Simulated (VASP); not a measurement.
**Si3O2: relaxation of cell and atoms with PBE**

The system is Si3O2.

```
Si O
1.0
     3.36731    0.00000    0.00000
     0.00000    3.36731    0.00000
     0.00000    0.00000    5.49595
Si O
3 2
Cartesian
  1.6837 1.6837 1.8225
  1.6837 1.6837 4.9592
  0.0000 0.0000 3.9649
  1.6837 0.0000 2.3832
  0.0000 1.6837 2.3832
```

The cell was generated, and may not be a known phase.

- Program: VASP 6.6.1
- Task: relaxation of cell and atoms
- Functional: PBE
- Potentials or basis: VASP PAW PBE potentials, release 64 (Si, O)
- Cutoff: 600 eV
- k mesh: 12 × 12 × 8
- Occupations: gaussian, width 0.1 eV
- Spin: no spin polarisation
- Dipole correction: no
- Further INCAR settings: ALGO = Normal; EDIFF = 1e-06; IBRION = 2; EDIFFG = -0.01; NSW = 100; ISIF = 3

```yaml
Relaxed_volume: 12.41 Å³/atom
Relaxed_cell: a = 3.368 Å, b = 3.368 Å, c = 5.472 Å, α = 90.00°, β = 90.00°, γ = 90.00°
Space_group_after_relaxing_to_0.1_Å: P4mm (No. 99)
Energy_gained_by_relaxing: 0.7 meV/atom
Ionic_steps: 6
Pressure_after_relaxing: 0.0 GPa
Largest_force_after_relaxing: 0.009 eV/Å
Band_gap_on_the_k_mesh: zero (bands 12 and 13 overlap by 3.42 eV)
```

Forces in eV/Å, atoms in the order of the input:
```
Si   0.000  0.000  0.004
Si   0.000  0.000  0.001
Si   0.000  0.000  0.009
O    0.000  0.000 -0.007
O    0.000  0.000 -0.007
```

Step by step:
```tsv
step	energy change (eV)	largest force (eV/Å)	pressure (GPa)	volume (Å³)
1	0.0000	0.2300	-0.29	62.32
2	-0.0031	0.0700	0.01	62.11
3	-0.0034	0.0608	0.14	62.03
4	-0.0035	0.0343	-0.16	62.12
5	-0.0035	0.0148	-0.04	62.09
6	-0.0035	0.0087	0.01	62.06
```

Final structure:
```
Si O
1.0
     3.36785    0.00000    0.00000
     0.00000    3.36785    0.00000
     0.00000    0.00000    5.47163
Si O
3 2
Direct
  0.50000 0.50000 0.33111
  0.50000 0.50000 0.89970
  0.00000 0.00000 0.72387
  0.50000 0.00000 0.43398
  0.00000 0.50000 0.43398
```

Levels at points of the mesh, in eV from the Fermi level:
```
           k point  band 10  band 11  band 12  band 13  band 14  band 15
(0.00, 0.00, 0.00)    -2.14    -0.06    -0.06     0.15     0.54     3.75
(0.50, 0.00, 0.00)    -5.05    -1.59     1.40     2.48     2.71     3.88
(0.50, 0.50, 0.00)    -3.97    -3.97    -3.37    -1.61     1.76     4.54
(0.00, 0.00, 0.50)    -3.29    -0.39    -0.39     0.04     2.44     4.02
(0.50, 0.00, 0.50)    -4.63    -3.28     0.52     2.14     2.57     3.67
(0.50, 0.50, 0.50)    -2.85    -2.85    -1.61    -1.49     2.42     2.42
```

It took 8 min on 1 thread of Intel(R) Xeon(R) 6975P-C (Granite Rapids) (shared host), peak memory 0.29 GiB.
